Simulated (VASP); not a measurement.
Set up this calculation in VASP 6.6.1, as the native input.

| Property | Result |
| --- | --- |
| Task | single point |
| Functional | PBE |
| Potentials or basis | VASP PAW PBE potentials, release 64 (C, N) |
| Cutoff | 520 eV |
| k mesh | 6 × 6 × 6 |
| Occupations | gaussian, width 0.1 eV |
| Spin | no spin polarisation |
| Dipole correction | no |
| Further INCAR settings | ALGO = Normal; EDIFF = 1e-06; NBANDS = 27 |

The structure of C3N lies in POSCAR:

```
C3N
1.0
    4.9671908084      0.0000000000      0.0000000000
   -2.4835954042      4.3017134255      0.0000000000
    0.0000000000      0.0000000000      2.2944271449
C N
6 2
Direct
    0.1579095097      0.3158190193      0.2500000000
    0.1579095097      0.8420904903      0.2500000000
    0.6841809807      0.8420904903      0.2500000000
    0.8420904903      0.6841809807      0.7500000000
    0.8420904903      0.1579095097      0.7500000000
    0.3158190193      0.1579095097      0.7500000000
    0.3333333333      0.6666666667      0.7500000000
    0.6666666667      0.3333333333      0.2500000000
```

These files were run (other wordings do the same):

INCAR

```
SYSTEM = C3N
PREC     = Accurate       ! precision mode
ENCUT    = 520            ! plane-wave cutoff, eV
EDIFF    = 1E-6           ! SCF threshold, eV
ISMEAR   = 0              ! smearing method
SIGMA    = 0.1            ! smearing width, eV
LREAL    = .FALSE.        ! projectors in reciprocal space
LASPH    = .TRUE.         ! aspherical terms in the spheres
NELM     = 80             ! most SCF steps
ALGO     = Normal         ! electronic algorithm
ISIF     = 2              ! what is computed and relaxed
LWAVE    = .FALSE.        ! write WAVECAR
LCHARG   = .TRUE.         ! write CHGCAR
GGA      = PE             ! functional
LELF     = .TRUE.         ! ELF
LVHAR    = .TRUE.       
NBANDS   = 27             ! bands
```

KPOINTS

```
Automatic mesh
0
G
  6 6 6
  0 0 0
```

Potentials or basis: VASP PAW PBE potentials, release 64 (C, N).

The run is started by

```sh
$ cat potpaw_PBE.64/C/POTCAR potpaw_PBE.64/N/POTCAR > POTCAR
$ mpirun -np 1 vasp_std > vasp.out
```

It gave:

```yaml
Pressure: 0.1 GPa
Band_gap_on_the_k_mesh: zero (band 17 reaches 11.75 eV, above the bottom of band 18 at 7.24 eV)
```

Caveat: the k points lie up to 0.46 Å⁻¹ apart.

It took 28 s on 1 thread of Intel(R) Xeon(R) Platinum 8488C (Sapphire Rapids), with other jobs on the host, peak memory 0.18 GiB.
